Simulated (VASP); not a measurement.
# NbC (Niobocarbide) (Fm-3m) in VASP: further runs, part 2 of 2

VASP 6.6.1. The steps go on from the part before.

### Step 6. Relaxation of cell and atoms, PBEsol, target pressure 20 GPa, at which the enthalpy is minimised

This run uses another cell than the first one, of 11.16 Å³/atom, 1.043 times its volume.

INCAR reads:

```
ALGO = Normal ; EDIFF = 1E-7
EDIFFG = -0.005 ; ENCUT = 600
GGA = PS ; GGA_COMPAT = False
IBRION = 2 ; ISIF = 3
ISMEAR = 1 ; LASPH = True
LCHARG = False ; LREAL = False
LWAVE = False ; NELM = 120
NELMIN = 4 ; NSW = 50
PREC = Accurate ; PSTRESS = 200.0
SIGMA = 0.1
```

KPOINTS reads:

```
k-points
0
Gamma
  13 13 13
```

POSCAR reads:

```
NbC
1.0
    0.0000000000      2.2345500000      2.2345500000
    2.2345500000      0.0000000000      2.2345500000
    2.2345500000      2.2345500000      0.0000000000
Nb C
1 1
Direct
    0.0000000000      0.0000000000      0.0000000000
    0.5000000000      0.5000000000      0.5000000000
```

Potentials or basis: VASP PAW PBE potentials, release 64 (Nb_sv, C).

Started as:

```bash
$ cat potpaw_PBE.64/Nb_sv/POTCAR potpaw_PBE.64/C/POTCAR > POTCAR
$ mpirun -np 1 vasp_std > vasp.out
```

OUTCAR:

```text
EDIFF = 1E-7
   EDIFFG = -0.005
   ENCUT = 600
   GGA = PS
   IBRION = 2
   ISIF = 3
   ISMEAR = 1
   LASPH = True
   LREAL = False
   NELM = 120
   NELMIN = 4
   NSW = 50
   PREC = Accurate
   PSTRESS = 200.0

 ion  position               nearest neighbor table
   1  0.000  0.000  0.000-   2 2.23   2 2.23   2 2.23   2 2.23   2 2.23   2 2.23
   2  0.500  0.500  0.500-   1 2.23   1 2.23   1 2.23   1 2.23   1 2.23   1 2.23

  LATTYP: Found a face centered cubic cell.
 ALAT       =     4.4691000000

  Lattice vectors:

 A1 = (   0.0000000000,   2.2345500000,   2.2345500000)
 A2 = (   2.2345500000,   0.0000000000,   2.2345500000)
 A3 = (   2.2345500000,   2.2345500000,   0.0000000000)

Analysis of symmetry for initial positions (statically):
=====================================================================
 Subroutine PRICEL returns:
 Original cell was already a primitive cell.

 Routine SETGRP: Setting up the symmetry group for a
 face centered cubic supercell.

 Subroutine GETGRP returns: Found 48 space group operations
 (whereof 48 operations were pure point group operations)
 out of a pool of 48 trial point group operations.

The static configuration has the point symmetry O_h .

Analysis of symmetry for dynamics (positions and initial velocities):
=====================================================================
 Subroutine PRICEL returns:
 Original cell was already a primitive cell.

 Routine SETGRP: Setting up the symmetry group for a
 face centered cubic supercell.

 Subroutine GETGRP returns: Found 48 space group operations
 (whereof 48 operations were pure point group operations)
 out of a pool of 48 trial point group operations.

The dynamic configuration has the point symmetry O_h .

 Subroutine INISYM returns: Found 48 space group operations
 (whereof 48 operations are pure point group operations),
 and found     1 'primitive' translations

----------------------------------------------------------------------------------------

                                     Primitive cell

  volume of cell :      22.3152

  direct lattice vectors                    reciprocal lattice vectors
     0.000000000  2.234550000  2.234550000    -0.223758699  0.223758699  0.223758699
     2.234550000  0.000000000  2.234550000     0.223758699 -0.223758699  0.223758699
     2.234550000  2.234550000  0.000000000     0.223758699  0.223758699 -0.223758699

  length of vectors
     3.160130916  3.160130916  3.160130916     0.387561435  0.387561435  0.387561435

  position of ions in fractional coordinates (direct lattice)
     0.000000000  0.000000000  0.000000000
     0.500000000  0.500000000  0.500000000

  ion indices of the primitive-cell ions
   primitive index   ion index
                 1           1
                 2           2

----------------------------------------------------------------------------------------

[... 49 lines left out ...]
  0.461538  0.153846  0.000000     24.000000
 [... further k-points ...]
   k-points           NKPTS =     84   k-points in BZ     NKDIM =     84   number of bands    NBANDS=     12
   number of dos      NEDOS =    301   number of ions     NIONS =      2
   total plane-waves  NPLWV =  21952
   dimension x,y,z NGX =    28 NGY =   28 NGZ =   28
   dimension x,y,z NGXF=    56 NGYF=   56 NGZF=   56
   ions per type =               1   1
   NGX,Y,Z   is equivalent  to a cutoff of  14.73, 14.73, 14.73 a.u.
   NGXF,Y,Z  is equivalent  to a cutoff of  29.46, 29.46, 29.46 a.u.
 SYSTEM =  unknown system
   PREC   = accura    normal or accurate (medium, high low for compatibility)
   ISTART =      0    job   : 0-new  1-cont  2-samecut
   ICHARG =      2    charge: 1-file 2-atom 10-const
   ISPIN  =      1    spin polarized calculation?
   LNONCOLLINEAR =      F non collinear calculations
   LSORBIT =      F    spin-orbit coupling
   LASPH  =      T    aspherical Exc in radial PAW
   ENCUT  =  600.0 eV  44.10 Ry    6.64 a.u.   6.31  6.31  6.31*2*pi/ulx,y,z
   NELM   =    120;   NELMIN=  4; NELMDL= -5     # of ELM steps
   EDIFF  = 0.1E-06   stopping-criterion for ELM
   LREAL  =      F    real-space projection
   EDIFFG = -.5E-02   stopping-criterion for IOM
   NSW    =     50    number of steps for IOM
   IBRION =      2    ionic relax: 0-MD 1-quasi-New 2-CG
   NFREE  =      1    steps in history (QN), initial steepest desc. (CG)
   ISIF   =      3    stress and relaxation
   ISYM   =      2    0-nonsym 1-usesym 2-fastsym
   POTIM  = 0.5000    time-step for ionic-motion
   TEBEG  =    0.0;   TEEND  =   0.0 temperature during run
   PSTRESS=  200.0 pullay stress
   NELECT =      17.0000    total number of electrons
   NUPDOWN=      -1.0000    fix difference up-down
   EMIN   =  10.00;   EMAX   =-10.00  energy-range for DOS
   EFERMI =   0.00;   METHOD = LEGACY
   ISMEAR =     1;   SIGMA  =   0.10  broadening in eV -4-tet -1-fermi 0-gaus
   EFERMI_NEDOS =   21; number of points for ismear=-14 and -15
   IALGO  =     38    algorithm
   IMIX   =      4    mixing-type and parameters
     AMIX     =   0.40;   BMIX     =  1.00
     AMIX_MAG =   1.60;   BMIX_MAG =  1.00
  volume/ion in A,a.u.               =      11.16        75.30
  Fermi-wavevector in a.u.,A,eV,Ry     =   1.495172  2.825465 30.416346  2.235538
  Thomas-Fermi vector in A             =   2.607351
   LORBIT       =      0    0 simple, 1 ext, 2 COOP (PROOUT), +10 PAW based schemes
   GGA     = PS    functional components
   LHFCALC =     F    Hartree Fock is set to
   AEXX    =    0.0000 exact exchange contribution
   IVDW    =     0    specifies the selected vdW correction
   LEPSILON=     F    determine dielectric tensor
   LRPA    =     F    only Hartree local field effects (RPA)
 conjugate gradient relaxation of ions
 non-spin polarized calculation
 Methfessel and Paxton  Order N= 1 SIGMA  =   0.10
  energy-cutoff  :      600.00
  volume of cell :       22.32
 maximum number of plane-waves:       757
 NGX is ok and might be reduce to    28
   NGX = 13   NGY = 13   NGZ = 13

--------------------------------------- Ionic step        1  -------------------------------------------

 number of electron      17.0000001 magnetization

 Free energy of the ion-electron system (eV)
  ---------------------------------------------------
  ext. energy  EPLUGINS =         0.00000000
  ---------------------------------------------------
  free energy    TOTEN  =       -21.85640797 eV

  energy without entropy =      -21.85695223  energy(sigma->0) =      -21.85658939

------------------------ aborting loop because EDIFF is reached ----------------------------------------

  FORCE on cell =-STRESS in cart. coord.  units (eV):
  Direction    XX          YY          ZZ          XY          YZ          ZX
  --------------------------------------------------------------------------------------
  -------------------------------------------------------------------------------------
  Total       -0.6317711     -0.6317711     -0.6317711      0.0000000      0.0000000      0.0000000
  in kB      -45.3596917    -45.3596917    -45.3596917      0.0000000      0.0000000      0.0000000
  external PRESSURE =    -245.3596917 kB  Pullay stress =     200.0000000 kB
[... 215 lines left out ...]
--------------------------------------- Ionic step        7  -------------------------------------------

 number of electron      16.9999999 magnetization

 Free energy of the ion-electron system (eV)
  ---------------------------------------------------
  ext. energy  EPLUGINS =         0.00000000
  ---------------------------------------------------
  free energy    TOTEN  =       -21.79035415 eV

  energy without entropy =      -21.79095068  energy(sigma->0) =      -21.79055299

 E-fermi :  13.4514     XC(G=0): -13.6005

 val. band max:       13.4256825051   @ k =  -0.2308   0.0769   0.0000
 cond. band min:      13.5602165494   @ k =   0.1538   0.0769   0.0000
 fundamental gap:      0.1345340444
 Fermi energy:        13.4514281282

 k-point     1 :       0.0000    0.0000    0.0000
  band No.  band energies     occupation
      1     -42.0050      2.00000
      2     -17.6773      2.00000
      3     -17.6773      2.00000
      4     -17.6773      2.00000
      5      -0.2708      2.00000
      6      12.0565      2.00000
      7      12.0565      2.00000
      8      12.0565      2.00000
      9      13.2632      2.02296
     10      13.2632      2.02296
     11      13.2632      2.02296
     12      13.9279     -0.00000
[... 331 lines left out ...]
 k-point    24 :       0.4615    0.1538    0.0000
  band No.  band energies     occupation
      1     -41.8522      2.00000
      2     -18.6288      2.00000
      3     -17.9039      2.00000
      4     -17.8460      2.00000
      5       2.7818      2.00000
      6       6.5798      2.00000
      7       8.5265      2.00000
      8       8.8271      2.00000
      9      13.9664     -0.00000
     10      16.1478      0.00000
     11      17.1707      0.00000
     12      20.7954      0.00000

 [... further k-points ...]
[... 5 lines left out ...]
  --------------------------------------------------------------------------------------
  -------------------------------------------------------------------------------------
  Total        2.5981082      2.5981082      2.5981082      0.0000000      0.0000000      0.0000000
  in kB      200.0965180    200.0965180    200.0965180      0.0000000      0.0000000      0.0000000
  external PRESSURE =       0.0965180 kB  Pullay stress =     200.0000000 kB
[... 21 lines left out ...]
  energy  without entropy=      -21.7909506796  energy(sigma->0) =      -21.79055299

  enthalpy is  TOTEN    =       -19.1934991839 eV   P V=        2.5968549631

 reached required accuracy - stopping structural energy minimisation
```

Run time: 83 s. Hardware: 1 thread of Intel Xeon 6975P-C (Granite Rapids), shared host; peak memory 0.19 GiB.

What came out:

* Free energy: -21.7904 eV
* Relaxed volume: 10.40 Å³/atom
* Relaxed cell: a = 3.087 Å, b = 3.087 Å, c = 3.087 Å, α = 60.00°, β = 60.00°, γ = 60.00°
* Space group after relaxing (to 0.05 Å): Fm-3m (No. 225)
* Energy change on relaxing (the enthalpy is what falls): +33.0 meV/atom
* Ionic steps: 7
* Pressure after relaxing: 20.0 GPa

The path:
```
step  energy change (eV)  largest force (eV/Å)  pressure (GPa)  volume (Å³)
   1              0.0000                0.0000           -4.54        22.32
   2              1.5509                0.0000          129.08        17.24
   3              0.0532                0.0000           17.92        20.91
   4              0.0635                0.0000           19.61        20.82
   5              0.0671                0.0000           20.17        20.79
   6              0.0635                0.0000           19.62        20.82
   7              0.0661                0.0000           20.01        20.80
```

Final structure:
```
Nb C
1.0
     0.00000    2.18289    2.18289
     2.18289    0.00000    2.18289
     2.18289    2.18289    0.00000
Nb C
1 1
Direct
  0.00000 0.00000 0.00000
  0.50000 0.50000 0.50000
```

Levels at points of the mesh, in eV from the Fermi level:
```csv
k point,band 5,band 6,band 7,band 8,band 9,band 10,band 11,band 12
"(0.00, 0.00, 0.00)",-13.72,-1.39,-1.39,-1.39,-0.19,-0.19,-0.19,0.48
```

Caveat: the cell is relaxed towards a set pressure, so the enthalpy falls and the energy may rise; the PAW data sets were made with another functional, which shifts forces and pressure a little.

### Step 7. Summary

| task | cell | gap on the mesh (eV) | pressure (GPa) |
| --- | --- | --- | --- |
| single point | a = 3.116 Å, angles 60.0°, 2 atoms | none | 9.4 |
| single point | a = 3.146 Å, angles 60.0°, 2 atoms | none | -0.6 |
| relaxation of cell and atoms | relaxed from a = 3.160 Å, angles 60.0°, 2 atoms | none | 0.0 |
| relaxation of cell and atoms | relaxed to 10 GPa from a = 3.160 Å, angles 60.0°, 2 atoms | none | 9.9 |
| relaxation of cell and atoms | relaxed to 20 GPa from a = 3.160 Å, angles 60.0°, 2 atoms | none | 20.0 |

Alike in all rows: level PBEsol; potentials or basis VASP PAW PBE potentials, release 64 (Nb_sv, C); no spin polarisation; k mesh 13 × 13 × 13; cutoff (eV) 600; smearing methfessel-paxton 0.1 eV.

Caveats: the PAW data sets were made with another functional, which shifts forces and pressure a little; the cell is relaxed towards a set pressure, so the enthalpy falls and the energy may rise (some runs).

Total energies depend on the potentials used, so only differences within one code and one set of settings carry meaning.
